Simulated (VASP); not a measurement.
Write the native input for VASP 6.6.1 that does the following.

* Task: single point
* Functional: PBE
* Potentials or basis: VASP PAW PBE potentials, release 64 (Gd, O)
* Cutoff: 520 eV
* k mesh: 6 × 6 × 6
* Occupations: gaussian, width 0.05 eV
* Spin: no spin polarisation
* Hubbard terms: Gd f U = 8.0 eV
* Dipole correction: no
* Further INCAR settings: ALGO = Normal; EDIFF = 1e-07; NBANDS = 19

The structure of GdO lies in POSCAR:

```
GdO
1.0
    0.0000000000      2.7000000000      2.7000000000
    2.7000000000      0.0000000000      2.7000000000
    2.7000000000      2.7000000000      0.0000000000
Gd O
1 1
Direct
    0.0000000000      0.0000000000      0.0000000000
    0.2500000000      0.2500000000      0.2500000000
```

These files were run (other wordings do the same):

INCAR

```
ALGO = Normal
EDIFF = 1E-7
ENCUT = 520
GGA = PE
ISIF = 2
ISMEAR = 0
LASPH = T
LCHARG = F
LDAU = T
LDAUJ = 0 0
LDAUL = 3 -1
LDAUPRINT = 1
LDAUTYPE = 2
LDAUU = 8 0
LMAXMIX = 6
LREAL = F
LWAVE = F
NBANDS = 19
NELM = 150
PREC = Accurate
SIGMA = 0.05
```

KPOINTS

```
k-points
0
Gamma
  6 6 6
```

Potentials or basis: VASP PAW PBE potentials, release 64 (Gd, O).

Run with:

```console
$ cat potpaw_PBE.64/Gd/POTCAR potpaw_PBE.64/O/POTCAR > POTCAR
$ mpirun -np 1 vasp_std > vasp.out
```

Results of the run:

| Item | Value |
| --- | --- |
| Pressure | 2.1 GPa |
| Band gap on the k mesh | 0.54 eV (least direct gap 1.04 eV) |

Caveat: spin-orbit coupling is left out, which moves the levels of the heavy elements.

Wall time 19 s on 1 thread of Intel(R) Xeon(R) Platinum 8488C (Sapphire Rapids), on a shared host, peak memory 0.16 GiB.
